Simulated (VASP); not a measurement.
# BH7C16 in VASP: single point with PBE

Aim: the single point of BH7C16 with PBE.

Program: VASP 6.6.1. These are calculated values, not measurements. Logs are shortened: lines on timing, memory, paths and dates and some standing lists are left out, and cuts for length are marked.

## Step 1: The cell of the first run

The cell holds a slab with vacuum, 24 atoms: a = 5.049 Å, b = 5.049 Å, c = 16.676 Å, α = 90.00°, β = 90.00°, γ = 60.00°.

## Step 2: Single point, PBE

INCAR reads:

```
SYSTEM = BH7C16
PREC = Accurate
ENCUT = 520
EDIFF = 1E-6
ISMEAR = 0
SIGMA = 0.05
LREAL = Auto
LASPH = .True.
NELM = 100
ALGO = Normal
ISIF = 2
LWAVE = .False.
LCHARG = .False.
GGA = PE
NBANDS = 55
```

KPOINTS reads:

```
regular mesh
0
Gamma
  3 3 1
  0 0 0
```

POSCAR reads:

```
BH7C16
1.0
    5.0487420000      0.0000000000      0.0000000000
    2.5243710000      4.3723390000      0.0000000000
    0.0000000000      0.0000000000     16.6764260000
H C B
7 16 1
Direct
    0.1666667848      0.1666666285      0.0599648870
    0.6666667848      0.1666666285      0.0599648870
    0.1666666285      0.6666667429      0.0599648870
    0.6666666285      0.6666667429      0.0599648870
    1.5027360806     -0.0066284888      0.3471011714
    0.9251451756      0.3048144254      0.4004249472
    0.8955848116     -0.0884654644      0.4225456342
    0.1666667848      0.1666666285      0.1259262626
    0.6666667848      0.1666666285      0.1259262626
    0.1666666285      0.6666667429      0.1259262626
    0.6666666285      0.6666667429      0.1259262626
   -0.1666666285      0.3333332571      0.1568252694
    0.3333333715      0.3333332571      0.1568252694
   -0.1666665867      0.8333333715      0.1568252694
    0.3333334133      0.8333333715      0.1568252694
   -0.1658527198      0.3301910030      0.2526175573
    0.3373726569      0.3268657805      0.2533524869
   -0.1643657522      0.8281786934      0.2513662100
    0.3349718680      0.8255595003      0.2526624710
   -0.0009318413     -0.0020945311      0.2835549416
    0.5020762771     -0.0094576381      0.2811186282
    0.0041781800      0.4916830557      0.2678434216
    0.5047464695      0.4902042134      0.2761805797
    0.9252527018      0.0785902008      0.3764511053
```

Potentials or basis: VASP PAW PBE potentials, release 64 (H, C, B).

Launch:

```bash
$ cat potpaw_PBE.64/H/POTCAR potpaw_PBE.64/C/POTCAR potpaw_PBE.64/B/POTCAR > POTCAR
$ mpirun -np 1 vasp_std > vasp.out
```

OUTCAR:

```text
SYSTEM = BH7C16
   PREC = Accurate
   ENCUT = 520
   EDIFF = 1E-6
   ISMEAR = 0
   LREAL = Auto
   LASPH = .True.
   NELM = 100
   ISIF = 2
   GGA = PE

 ion  position               nearest neighbor table
   1  0.167  0.167  0.060-   8 1.10
   2  0.667  0.167  0.060-   9 1.10
   3  0.167  0.667  0.060-  10 1.10
   4  0.667  0.667  0.060-  11 1.10
   5  0.503  0.993  0.347-  21 1.10
   6  0.925  0.305  0.400-  24 1.21
   7  0.896  0.912  0.423-  24 1.20
   8  0.167  0.167  0.126-   1 1.10  13 1.55  15 1.55  12 1.55
   9  0.667  0.167  0.126-   2 1.10  12 1.55  14 1.55  13 1.55
  10  0.167  0.667  0.126-   3 1.10  14 1.55  15 1.55  13 1.55
  11  0.667  0.667  0.126-   4 1.10  15 1.55  14 1.55  12 1.55
  12  0.833  0.333  0.157-   9 1.55   8 1.55  11 1.55  16 1.60
  13  0.333  0.333  0.157-   8 1.55   9 1.55  10 1.55  17 1.61
  14  0.833  0.833  0.157-  10 1.55   9 1.55  11 1.55  18 1.58
  15  0.333  0.833  0.157-  11 1.55   8 1.55  10 1.55  19 1.60
  16  0.834  0.330  0.253-  22 1.47  23 1.49  20 1.54  12 1.60
  17  0.337  0.327  0.253-  22 1.48  23 1.50  21 1.54  13 1.61
  18  0.836  0.828  0.251-  22 1.50  21 1.54  20 1.55  14 1.58
  19  0.335  0.826  0.253-  23 1.52  21 1.53  20 1.56  15 1.60
  20  0.999  0.998  0.284-  16 1.54  18 1.55  19 1.56  24 1.60
  21  0.502  0.991  0.281-   5 1.10  19 1.53  18 1.54  17 1.54
  22  0.004  0.492  0.268-  16 1.47  17 1.48  18 1.50
  23  0.505  0.490  0.276-  16 1.49  17 1.50  19 1.52
  24  0.925  0.079  0.376-   7 1.20   6 1.21  20 1.60

  LATTYP: Found a hexagonal cell.
 ALAT       =     5.0487421480
 C/A-ratio  =     3.3030853055

  Lattice vectors:

 A1 = (  -2.5243710000,  -4.3723390000,   0.0000000000)
 A2 = (   5.0487420000,   0.0000000000,   0.0000000000)
 A3 = (   0.0000000000,   0.0000000000,  16.6764260000)

Analysis of symmetry for initial positions (statically):
=====================================================================
 Subroutine PRICEL returns:
 Original cell was already a primitive cell.

 Routine SETGRP: Setting up the symmetry group for a
 hexagonal supercell.

 Subroutine GETGRP returns: Found  1 space group operations
 (whereof  1 operations were pure point group operations)
 out of a pool of 24 trial point group operations.

The static configuration has the point symmetry C_1 .

Analysis of symmetry for dynamics (positions and initial velocities):
=====================================================================
 Subroutine PRICEL returns:
 Original cell was already a primitive cell.

 Routine SETGRP: Setting up the symmetry group for a
 hexagonal supercell.

 Subroutine GETGRP returns: Found  1 space group operations
 (whereof  1 operations were pure point group operations)
 out of a pool of 24 trial point group operations.

The dynamic configuration has the point symmetry C_1 .

 Subroutine INISYM returns: Found  1 space group operations
 (whereof  1 operations are pure point group operations),
 and found     1 'primitive' translations

----------------------------------------------------------------------------------------

                                     Primitive cell

  volume of cell :     368.1290

  direct lattice vectors                    reciprocal lattice vectors
     5.048742000  0.000000000  0.000000000     0.198069143 -0.114355268  0.000000000
     2.524371000  4.372339000  0.000000000     0.000000000  0.228710537  0.000000000
     0.000000000  0.000000000 16.676426000     0.000000000  0.000000000  0.059964887

  length of vectors
     5.048742000  5.048742148 16.676426000     0.228710544  0.228710537  0.059964887

  position of ions in fractional coordinates (direct lattice)
     0.166666785  0.166666629  0.059964887
     0.666666785  0.166666629  0.059964887
     0.166666629  0.666666743  0.059964887
     0.666666629  0.666666743  0.059964887
     0.502736081  0.993371511  0.347101171
     0.925145176  0.304814425  0.400424947
[... 16 lines left out ...]
     0.504746469  0.490204213  0.276180580
     0.925252702  0.078590201  0.376451105

  ion indices of the primitive-cell ions
   primitive index   ion index
                 1           1
                 2           2
                 3           3
                 4           4
                 5           5
                 6           6
[... 16 lines left out ...]
                23          23
                24          24

----------------------------------------------------------------------------------------

 KPOINTS: regular mesh

Automatic generation of k-mesh.
 Grid dimensions read from file:
 generate k-points for:    3    3    1

 Generating k-lattice:

  Cartesian coordinates                     Fractional coordinates (reciprocal lattice)
     0.066023048 -0.038118423  0.000000000     0.333333333 -0.000000000  0.000000000
     0.000000000  0.076236846  0.000000000     0.000000000  0.333333333  0.000000000
     0.000000000  0.000000000  0.059964887     0.000000000  0.000000000  1.000000000

  Length of vectors
     0.076236848  0.076236846  0.059964887

  Shift w.r.t. Gamma in fractional coordinates (k-lattice)
     0.000000000  0.000000000  0.000000000

 Subroutine IBZKPT returns following result:
 ===========================================

 Found      5 irreducible k-points:

 Following reciprocal coordinates:
            Coordinates               Weight
  0.000000  0.000000  0.000000      1.000000
  0.333333  0.000000  0.000000      2.000000
  0.333333  0.333333  0.000000      2.000000
  0.000000  0.333333  0.000000      2.000000
 -0.333333  0.333333  0.000000      2.000000
   k-points           NKPTS =      5   k-points in BZ     NKDIM =      5   number of bands    NBANDS=     55
   number of dos      NEDOS =    301   number of ions     NIONS =     24
   total plane-waves  NPLWV = 201600
   dimension x,y,z NGX =    40 NGY =   40 NGZ =  126
   dimension x,y,z NGXF=    80 NGYF=   80 NGZF=  252
   ions per type =               7  16   1
   NGX,Y,Z   is equivalent  to a cutoff of  13.17, 13.17, 12.56 a.u.
   NGXF,Y,Z  is equivalent  to a cutoff of  26.34, 26.34, 25.12 a.u.
 SYSTEM =  BH7C16
   PREC   = accura    normal or accurate (medium, high low for compatibility)
   ISTART =      0    job   : 0-new  1-cont  2-samecut
   ICHARG =      2    charge: 1-file 2-atom 10-const
   ISPIN  =      1    spin polarized calculation?
   LNONCOLLINEAR =      F non collinear calculations
   LSORBIT =      F    spin-orbit coupling
   LASPH  =      T    aspherical Exc in radial PAW
   ENCUT  =  520.0 eV  38.22 Ry    6.18 a.u.   9.39  9.39 31.01*2*pi/ulx,y,z
   NELM   =    100;   NELMIN=  2; NELMDL= -5     # of ELM steps
   EDIFF  = 0.1E-05   stopping-criterion for ELM
   LREAL  =      T    real-space projection
   EDIFFG = 0.1E-04   stopping-criterion for IOM
   NSW    =      0    number of steps for IOM
   IBRION =     -1    ionic relax: 0-MD 1-quasi-New 2-CG
   NFREE  =      0    steps in history (QN), initial steepest desc. (CG)
   ISIF   =      2    stress and relaxation
   ISYM   =      2    0-nonsym 1-usesym 2-fastsym
   POTIM  = 0.5000    time-step for ionic-motion
   TEBEG  =    0.0;   TEEND  =   0.0 temperature during run
   PSTRESS=    0.0 pullay stress
   NELECT =      74.0000    total number of electrons
   NUPDOWN=      -1.0000    fix difference up-down
   EMIN   =  10.00;   EMAX   =-10.00  energy-range for DOS
   EFERMI =   0.00;   METHOD = LEGACY
   ISMEAR =     0;   SIGMA  =   0.05  broadening in eV -4-tet -1-fermi 0-gaus
   EFERMI_NEDOS =   21; number of points for ismear=-14 and -15
   IALGO  =     38    algorithm
   IMIX   =      4    mixing-type and parameters
     AMIX     =   0.40;   BMIX     =  1.00
     AMIX_MAG =   1.60;   BMIX_MAG =  1.00
  volume/ion in A,a.u.               =      15.34       103.51
  Fermi-wavevector in a.u.,A,eV,Ry     =   0.959000  1.812248 12.513027  0.919682
  Thomas-Fermi vector in A             =   2.088158
   LORBIT       =      0    0 simple, 1 ext, 2 COOP (PROOUT), +10 PAW based schemes
   GGA     = PE    functional components
   LHFCALC =     F    Hartree Fock is set to
   AEXX    =    0.0000 exact exchange contribution
   IVDW    =     0    specifies the selected vdW correction
   LEPSILON=     F    determine dielectric tensor
   LRPA    =     F    only Hartree local field effects (RPA)
 non-spin polarized calculation
 Gauss-broadening in eV      SIGMA  =   0.05
  energy-cutoff  :      520.00
  volume of cell :      368.13
 maximum number of plane-waves:      9916
 NGX is ok and might be reduce to    40
   NGX = 19   NGY = 19   NGZ = 63

 number of electron      74.0000002 magnetization

 Free energy of the ion-electron system (eV)
  ---------------------------------------------------
  ext. energy  EPLUGINS =         0.00000000
  ---------------------------------------------------
  free energy    TOTEN  =      -172.79956112 eV

  energy without entropy =     -172.79956041  energy(sigma->0) =     -172.79956076

 E-fermi :   0.1932     XC(G=0):  -5.2023

 val. band max:        0.0370206576   @ k =  -0.3333   0.3333   0.0000
 cond. band min:       0.3439377047   @ k =   0.0000   0.0000   0.0000
 fundamental gap:      0.3069170471
 Fermi energy:         0.1931716505

 k-point     1 :       0.0000    0.0000    0.0000
  band No.  band energies     occupation
      1     -20.7418      2.00000
      2     -18.0004      2.00000
      3     -15.6284      2.00000
      4     -15.5393      2.00000
      5     -15.3642      2.00000
      6     -14.5902      2.00000
[... 41 lines left out ...]
     48       5.8718      0.00000
     49       5.9715      0.00000

 k-point     2 :       0.3333    0.0000    0.0000
  band No.  band energies     occupation
      1     -20.0741      2.00000
      2     -18.1008      2.00000
      3     -17.3645      2.00000
      4     -16.2533      2.00000
      5     -16.1733      2.00000
      6     -15.5009      2.00000
[... 41 lines left out ...]
     48       6.3753      0.00000
     49       6.7731      0.00000

 k-point     3 :       0.3333    0.3333    0.0000
  band No.  band energies     occupation
      1     -20.0745      2.00000
      2     -18.0998      2.00000
      3     -17.3597      2.00000
      4     -16.2413      2.00000
      5     -16.1929      2.00000
      6     -15.5027      2.00000
[... 41 lines left out ...]
     48       6.5633      0.00000
     49       6.8817      0.00000

 k-point     4 :       0.0000    0.3333    0.0000
  band No.  band energies     occupation
      1     -20.0776      2.00000
      2     -18.0921      2.00000
      3     -17.3655      2.00000
      4     -16.2574      2.00000
      5     -16.1705      2.00000
      6     -15.5041      2.00000
[... 41 lines left out ...]
     48       6.5528      0.00000
     49       6.5899      0.00000

 k-point     5 :      -0.3333    0.3333    0.0000
  band No.  band energies     occupation
      1     -18.9491      2.00000
      2     -18.7183      2.00000
      3     -18.5556      2.00000
      4     -16.2061      2.00000
      5     -16.1448      2.00000
      6     -15.9781      2.00000
[... 41 lines left out ...]
     48       6.7755      0.00000
     49       6.9718      0.00000
 [bands above 49 left out]

------------------------ aborting loop because EDIFF is reached ----------------------------------------

  FORCE on cell =-STRESS in cart. coord.  units (eV):
  Direction    XX          YY          ZZ          XY          YZ          ZX
  --------------------------------------------------------------------------------------
  -------------------------------------------------------------------------------------
  Total        2.4600498     -1.1511617     -2.0580800      0.6684725      0.2602644      0.1474044
  in kB       10.7066718     -5.0101061     -8.9572118      2.9093376      1.1327274      0.6415358
  external PRESSURE =      -1.0868820 kB  Pullay stress =       0.0000000 kB

 VOLUME and BASIS-vectors are now :
 -----------------------------------------------------------------------------
  energy-cutoff  :      520.00
  volume of cell :      368.13
      direct lattice vectors                 reciprocal lattice vectors
     5.048742000  0.000000000  0.000000000     0.198069143 -0.114355268  0.000000000
     2.524371000  4.372339000  0.000000000     0.000000000  0.228710537  0.000000000
     0.000000000  0.000000000 16.676426000     0.000000000  0.000000000  0.059964887

 POSITION                                       TOTAL-FORCE (eV/Angst)
 -----------------------------------------------------------------------------------
      1.26219      0.72872      1.00000        -0.018276      0.019558     -0.127700
      3.78656      0.72872      1.00000         0.033276      0.029041     -0.101715
      2.52437      2.91489      1.00000        -0.012618     -0.041857     -0.148130
      5.04874      2.91489      1.00000        -0.003708     -0.011500     -0.137280
      5.04582      4.34336      5.78841         0.001133     -0.000392      0.025779
      5.44028      1.33275      6.67766         0.019112      0.029652      0.001220
[... 16 lines left out ...]
      3.78579      2.14334      4.60571        -0.004221      0.020031      0.025475
      4.86975      0.34362      6.27786         0.042042     -0.004364      0.003151
 -----------------------------------------------------------------------------------
    total drift:                               -0.009602      0.023923     -0.080527

  FREE ENERGIE OF THE ION-ELECTRON SYSTEM (eV)
  ---------------------------------------------------
  free  energy   TOTEN  =      -172.7995611222 eV

  energy  without entropy=     -172.7995604052  energy(sigma->0) =     -172.79956076
```

Wall time 3.3 min (1 thread of AMD EPYC 9R14 (Zen 4), shared host); peak memory 0.42 GiB.

Results:

* Free energy: -172.7996 eV
* Largest force: 1.720 eV/Å
* Band gap on the k mesh: 0.31 eV, indirect (least direct gap 0.64 eV)

Forces in eV/Å, atoms in the order of the input:
```
H   -0.018  0.020 -0.128
H    0.033  0.029 -0.102
H   -0.013 -0.042 -0.148
H   -0.004 -0.011 -0.137
H    0.001  0.000  0.026
H    0.019  0.030  0.001
H   -0.012  0.016  0.006
C    0.053 -0.122  1.252
C   -0.048 -0.052  1.397
C    0.053  0.034  1.305
C   -0.038  0.035  1.320
C    0.171  0.187 -1.701
C   -0.049 -0.236 -1.538
C    0.052  0.095 -1.125
C   -0.223  0.007 -0.472
C    0.006 -0.023 -0.042
C    0.006 -0.006  0.016
C   -0.005  0.012  0.011
C   -0.005  0.003  0.008
C    0.006  0.013  0.013
C   -0.022 -0.011  0.000
C    0.002  0.008  0.009
C   -0.004  0.020  0.025
B    0.042 -0.004  0.003
```

Caveat: the k points lie up to 0.48 Å⁻¹ apart.
